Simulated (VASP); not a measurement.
# H (P6_3/mmc) in VASP: a series of runs

Runs on H. Level: PBE. Tasks: single point.

Program: VASP 6.6.1. These are calculated values, not measurements. Logs are shortened: lines on timing, memory, paths and dates and some standing lists are left out, and cuts for length are marked.

## 1. The cell of the first run

It takes space group P6_3/mmc (No. 194, hexagonal). The conventional cell has a = 3.936 Å, b = 3.936 Å, c = 5.047 Å, α = 90.00°, β = 90.00°, γ = 120.00°. H (site symmetry 3m) has 1 H at 0.74 Å within 1.0 Å.

## 2. Single point, PBE (strain +0.025 along x and y, +0.000 along z)

The input, INCAR:

```
ALGO     = Normal         # electronic algorithm
EDIFF    = 1E-6           # SCF threshold, eV
ENCUT    = 520            # plane-wave cutoff, eV
GGA      = PE             # functional
ISIF     = 2              # what is computed and relaxed
ISMEAR   = 0              # smearing method
LASPH    = True           # aspherical terms in the spheres
LCHARG   = False          # write CHGCAR
LREAL    = False          # projectors in reciprocal space
LWAVE    = False          # write WAVECAR
NBANDS   = 10             # bands
NELM     = 100            # most SCF steps
PREC     = Accurate       # precision mode
SIGMA    = 0.05           # smearing width, eV
```

The input, KPOINTS:

```
k-points
0
Gamma
  9 9 6
```

The input, POSCAR:

```
H
1.0
    3.9361336832      0.0000000000      0.0000000000
   -1.9680668416      3.4087917623      0.0000000000
    0.0000000000      0.0000000000      5.0466615500
H
4
Direct
    0.3333333333      0.6666666667      0.1764958800
    0.6666666667      0.3333333333      0.6764958800
    0.6666666667      0.3333333333      0.8235041200
    0.3333333333      0.6666666667      0.3235041200
```

Potentials or basis: VASP PAW PBE potentials, release 64 (H).

On the command line:

```sh
$ cat potpaw_PBE.64/H/POTCAR > POTCAR
$ mpirun -np 1 vasp_std > vasp.out
```

OUTCAR:

```text
EDIFF = 1E-6
   ENCUT = 520
   GGA = PE
   ISIF = 2
   ISMEAR = 0
   LASPH = True
   LREAL = False
   NELM = 100
   PREC = Accurate

 ion  position               nearest neighbor table
   1  0.333  0.667  0.176-   4 0.74
   2  0.667  0.333  0.676-   3 0.74
   3  0.667  0.333  0.824-   2 0.74
   4  0.333  0.667  0.324-   1 0.74

  LATTYP: Found a hexagonal cell.
 ALAT       =     3.9361336832
 C/A-ratio  =     1.2821367251

  Lattice vectors:

 A1 = (   3.9361336832,   0.0000000000,   0.0000000000)
 A2 = (  -1.9680668416,   3.4087917623,   0.0000000000)
 A3 = (   0.0000000000,   0.0000000000,   5.0466615500)

Analysis of symmetry for initial positions (statically):
=====================================================================
 Subroutine PRICEL returns:
 Original cell was already a primitive cell.

 Routine SETGRP: Setting up the symmetry group for a
 hexagonal supercell.

 Subroutine GETGRP returns: Found 24 space group operations
 (whereof 12 operations were pure point group operations)
 out of a pool of 24 trial point group operations.

The static configuration has the point symmetry D_3d.
 The point group associated with its full space group is D_6h.

Analysis of symmetry for dynamics (positions and initial velocities):
=====================================================================
 Subroutine PRICEL returns:
 Original cell was already a primitive cell.

 Routine SETGRP: Setting up the symmetry group for a
 hexagonal supercell.

 Subroutine GETGRP returns: Found 24 space group operations
 (whereof 12 operations were pure point group operations)
 out of a pool of 24 trial point group operations.

The dynamic configuration has the point symmetry D_3d.
 The point group associated with its full space group is D_6h.

 Subroutine INISYM returns: Found 24 space group operations
 (whereof 12 operations are pure point group operations),
 and found     1 'primitive' translations

----------------------------------------------------------------------------------------

                                     Primitive cell

  volume of cell :      67.7134

  direct lattice vectors                    reciprocal lattice vectors
     3.936133683  0.000000000  0.000000000     0.254056412  0.146679538  0.000000000
    -1.968066842  3.408791762  0.000000000     0.000000000  0.293359076  0.000000000
     0.000000000  0.000000000  5.046661550     0.000000000  0.000000000  0.198150795

  length of vectors
     3.936133683  3.936133683  5.046661550     0.293359076  0.293359076  0.198150795

  position of ions in fractional coordinates (direct lattice)
     0.333333333  0.666666667  0.176495880
     0.666666667  0.333333333  0.676495880
     0.666666667  0.333333333  0.823504120
     0.333333333  0.666666667  0.323504120

  ion indices of the primitive-cell ions
   primitive index   ion index
                 1           1
                 2           2
                 3           3
                 4           4

----------------------------------------------------------------------------------------

 KPOINTS: k-points

Automatic generation of k-mesh.
 Grid dimensions read from file:
 generate k-points for:    9    9    6

 Generating k-lattice:

  Cartesian coordinates                     Fractional coordinates (reciprocal lattice)
     0.028228490  0.016297726  0.000000000     0.111111111  0.000000000  0.000000000
     0.000000000  0.032595453  0.000000000     0.000000000  0.111111111  0.000000000
     0.000000000  0.000000000  0.033025133     0.000000000  0.000000000  0.166666667

  Length of vectors
     0.032595453  0.032595453  0.033025133

  Shift w.r.t. Gamma in fractional coordinates (k-lattice)
     0.000000000  0.000000000  0.000000000

 Subroutine IBZKPT returns following result:
 ===========================================

 Found     48 irreducible k-points:

 Following reciprocal coordinates:
            Coordinates               Weight
  0.000000  0.000000  0.000000      1.000000
  0.111111  0.000000  0.000000      6.000000
  0.222222 -0.000000  0.000000      6.000000
  0.333333  0.000000  0.000000      6.000000
  0.444444 -0.000000  0.000000      6.000000
  0.111111  0.111111  0.000000      6.000000
[... 16 lines left out ...]
  0.333333  0.222222  0.166667     24.000000
  0.333333  0.333333  0.166667      4.000000
 [... further k-points ...]
   k-points           NKPTS =     48   k-points in BZ     NKDIM =     48   number of bands    NBANDS=     10
   number of dos      NEDOS =    301   number of ions     NIONS =      4
   total plane-waves  NPLWV =  36000
   dimension x,y,z NGX =    30 NGY =   30 NGZ =   40
   dimension x,y,z NGXF=    60 NGYF=   60 NGZF=   80
   ions per type =               4
   NGX,Y,Z   is equivalent  to a cutoff of  12.67, 12.67, 13.18 a.u.
   NGXF,Y,Z  is equivalent  to a cutoff of  25.34, 25.34, 26.35 a.u.
 SYSTEM =  unknown system
   PREC   = accura    normal or accurate (medium, high low for compatibility)
   ISTART =      0    job   : 0-new  1-cont  2-samecut
   ICHARG =      2    charge: 1-file 2-atom 10-const
   ISPIN  =      1    spin polarized calculation?
   LNONCOLLINEAR =      F non collinear calculations
   LSORBIT =      F    spin-orbit coupling
   LASPH  =      T    aspherical Exc in radial PAW
   ENCUT  =  520.0 eV  38.22 Ry    6.18 a.u.   7.32  7.32  9.38*2*pi/ulx,y,z
   NELM   =    100;   NELMIN=  2; NELMDL= -5     # of ELM steps
   EDIFF  = 0.1E-05   stopping-criterion for ELM
   LREAL  =      F    real-space projection
   EDIFFG = 0.1E-04   stopping-criterion for IOM
   NSW    =      0    number of steps for IOM
   IBRION =     -1    ionic relax: 0-MD 1-quasi-New 2-CG
   NFREE  =      0    steps in history (QN), initial steepest desc. (CG)
   ISIF   =      2    stress and relaxation
   ISYM   =      2    0-nonsym 1-usesym 2-fastsym
   POTIM  = 0.5000    time-step for ionic-motion
   TEBEG  =    0.0;   TEEND  =   0.0 temperature during run
   PSTRESS=    0.0 pullay stress
   NELECT =       4.0000    total number of electrons
   NUPDOWN=      -1.0000    fix difference up-down
   EMIN   =  10.00;   EMAX   =-10.00  energy-range for DOS
   EFERMI =   0.00;   METHOD = LEGACY
   ISMEAR =     0;   SIGMA  =   0.05  broadening in eV -4-tet -1-fermi 0-gaus
   EFERMI_NEDOS =   21; number of points for ismear=-14 and -15
   IALGO  =     38    algorithm
   IMIX   =      4    mixing-type and parameters
     AMIX     =   0.40;   BMIX     =  1.00
     AMIX_MAG =   1.60;   BMIX_MAG =  1.00
  volume/ion in A,a.u.               =      16.93       114.24
  Fermi-wavevector in a.u.,A,eV,Ry     =   0.637583  1.204857  5.530931  0.406512
  Thomas-Fermi vector in A             =   1.702638
   LORBIT       =      0    0 simple, 1 ext, 2 COOP (PROOUT), +10 PAW based schemes
   GGA     = PE    functional components
   LHFCALC =     F    Hartree Fock is set to
   AEXX    =    0.0000 exact exchange contribution
   IVDW    =     0    specifies the selected vdW correction
   LEPSILON=     F    determine dielectric tensor
   LRPA    =     F    only Hartree local field effects (RPA)
 non-spin polarized calculation
 Gauss-broadening in eV      SIGMA  =   0.05
  energy-cutoff  :      520.00
  volume of cell :       67.71
 maximum number of plane-waves:      1842
 NGX is ok and might be reduce to    30
   NGX = 15   NGY = 15   NGZ = 19

 number of electron       4.0000005 magnetization

 Free energy of the ion-electron system (eV)
  ---------------------------------------------------
  ext. energy  EPLUGINS =         0.00000000
  ---------------------------------------------------
  free energy    TOTEN  =       -13.57534247 eV

  energy without entropy =      -13.57534247  energy(sigma->0) =      -13.57534247

 E-fermi :  -8.7759     XC(G=0):  -4.4606

 val. band max:       -8.9918193438   @ k =   0.0000   0.0000   0.0000
 cond. band min:       0.5367509298   @ k =   0.0000   0.0000   0.0000
 fundamental gap:      9.5285702736
 Fermi energy:        -8.7759328772

 k-point     1 :       0.0000    0.0000    0.0000
  band No.  band energies     occupation
      1     -10.3030      2.00000
      2      -8.9918      2.00000
      3       0.5368      0.00000
      4       2.7473      0.00000
      5       5.9081      0.00000
      6       7.4129      0.00000
      7       7.8280      0.00000
      8       7.8280      0.00000
      9       9.1901      0.00000
     10       9.1901      0.00000

 k-point     2 :       0.1111    0.0000    0.0000
  band No.  band energies     occupation
      1     -10.2454      2.00000
      2      -8.9994      2.00000
      3       0.6730      0.00000
      4       2.5808      0.00000
      5       5.2997      0.00000
      6       7.1251      0.00000
      7       7.1817      0.00000
      8       7.7751      0.00000
      9       9.9229      0.00000
     10       9.9413      0.00000

 k-point     3 :       0.2222   -0.0000    0.0000
  band No.  band energies     occupation
      1     -10.0858      2.00000
      2      -9.0311      2.00000
      3       1.0743      0.00000
      4       2.1542      0.00000
      5       4.3607      0.00000
      6       6.3469      0.00000
      7       6.3614      0.00000
      8       7.5403      0.00000
      9      10.2224      0.00000
     10      10.6502      0.00000

 k-point     4 :       0.3333    0.0000    0.0000
  band No.  band energies     occupation
      1      -9.8648      2.00000
      2      -9.1022      2.00000
      3       1.6464      0.00000
      4       1.7096      0.00000
      5       3.7302      0.00000
      6       5.2859      0.00000
      7       5.7776      0.00000
      8       7.2198      0.00000
      9       9.2130      0.00000
     10      10.3840      0.00000

 k-point     5 :       0.4444   -0.0000    0.0000
  band No.  band energies     occupation
      1      -9.6658      2.00000
      2      -9.2010      2.00000
      3       1.3044      0.00000
      4       2.4350      0.00000
      5       3.4539      0.00000
      6       4.2842      0.00000
      7       5.4799      0.00000
      8       7.0089      0.00000
      9       8.6292      0.00000
     10       9.9205      0.00000

 k-point     6 :       0.1111    0.1111    0.0000
  band No.  band energies     occupation
      1     -10.1366      2.00000
      2      -9.0192      2.00000
      3       0.9420      0.00000
      4       2.2963      0.00000
      5       4.5962      0.00000
      6       6.3133      0.00000
      7       6.6053      0.00000
      8       7.9928      0.00000
      9      10.1052      0.00000
     10      10.8908      0.00000
[... 183 lines left out ...]
 k-point    21 :       0.4444    0.1111    0.1667
  band No.  band energies     occupation
      1      -9.5699      2.00000
      2      -9.2573      2.00000
      3       1.1232      0.00000
      4       2.3861      0.00000
      5       2.8759      0.00000
      6       5.0795      0.00000
      7       5.4468      0.00000
      8       6.6873      0.00000
      9       8.5025      0.00000
     10      10.2236      0.00000

 k-point    22 :       0.2222    0.2222    0.1667
  band No.  band energies     occupation
      1      -9.7055      2.00000
      2      -9.1872      2.00000
      3       1.5483      0.00000
      4       1.6118      0.00000
      5       3.7537      0.00000
      6       4.3934      0.00000
      7       6.1514      0.00000
      8       6.5276      0.00000
      9       9.9517      0.00000
     10      10.9713      0.00000

 k-point    23 :       0.3333    0.2222    0.1667
  band No.  band energies     occupation
      1      -9.5317      2.00000
      2      -9.2759      2.00000
      3       1.4220      0.00000
      4       2.1308      0.00000
      5       2.8398      0.00000
      6       4.6559      0.00000
      7       5.4791      0.00000
      8       5.9288      0.00000
      9       9.8586      0.00000
     10      10.5254      0.00000

 k-point    24 :       0.3333    0.3333    0.1667
  band No.  band energies     occupation
      1      -9.3888      2.00000
      2      -9.3888      2.00000
      3       1.6490      0.00000
      4       2.3035      0.00000
      5       2.3035      0.00000
      6       4.9924      0.00000
      7       4.9924      0.00000
      8       5.5231      0.00000
      9       9.5435      0.00000
     10      12.1273      0.00000

 [... further k-points ...]
[... 5 lines left out ...]
  --------------------------------------------------------------------------------------
  -------------------------------------------------------------------------------------
  Total       -0.0526951     -0.0526951      0.3795919      0.0000000     -0.0000000      0.0000000
  in kB       -1.2468266     -1.2468266      8.9815863      0.0000000     -0.0000000      0.0000000
  external PRESSURE =       2.1626443 kB  Pullay stress =       0.0000000 kB

 VOLUME and BASIS-vectors are now :
 -----------------------------------------------------------------------------
  energy-cutoff  :      520.00
  volume of cell :       67.71
      direct lattice vectors                 reciprocal lattice vectors
     3.936133683  0.000000000  0.000000000     0.254056412  0.146679538  0.000000000
    -1.968066842  3.408791762  0.000000000     0.000000000  0.293359076  0.000000000
     0.000000000  0.000000000  5.046661550     0.000000000  0.000000000  0.198150795

 POSITION                                       TOTAL-FORCE (eV/Angst)
 -----------------------------------------------------------------------------------
     -0.00000      2.27253      0.89071        -0.000000     -0.000000     -0.301576
      1.96807      1.13626      3.41405         0.000000      0.000000     -0.301576
      1.96807      1.13626      4.15595         0.000000      0.000000      0.301576
     -0.00000      2.27253      1.63262        -0.000000     -0.000000      0.301576
 -----------------------------------------------------------------------------------
    total drift:                               -0.000000      0.000000     -0.000000

  FREE ENERGIE OF THE ION-ELECTRON SYSTEM (eV)
  ---------------------------------------------------
  free  energy   TOTEN  =       -13.5753424676 eV

  energy  without entropy=      -13.5753424676  energy(sigma->0) =      -13.57534247
```

Run time: 41 s. Hardware: 1 thread of Intel Xeon 6975P-C, shared host; peak memory 0.17 GiB.

Results:

| Item | Value |
| --- | --- |
| Free energy | -13.5753 eV |
| Pressure | 0.2 GPa |
| Largest force | 0.302 eV/Å |
| Band gap on the k mesh | 9.53 eV, direct |

Forces in eV/Å, atoms in the order of the input:
```
H    0.000  0.000 -0.302
H    0.000  0.000 -0.302
H    0.000  0.000  0.302
H    0.000  0.000  0.302
```

Levels at points of the mesh, in eV from the valence-band top:
| k point | band 1 | band 2 | band 3 | band 4 | band 5 | band 6 | band 7 |
| --- | --- | --- | --- | --- | --- | --- | --- |
| (0.00, 0.00, 0.00) | -1.31 | 0.00 | 9.53 | 11.74 | 14.90 | 16.40 | 16.82 |
| (0.00, 0.00, 0.50) | -0.71 | -0.71 | 10.34 | 10.34 | 17.06 | 17.06 | 17.94 |

Caveat: the cell differs from its parent crystal (strain +0.025 along x and y, +0.000 along z). A k mesh can miss the band edges.

(Continued in part 2 of 2.)
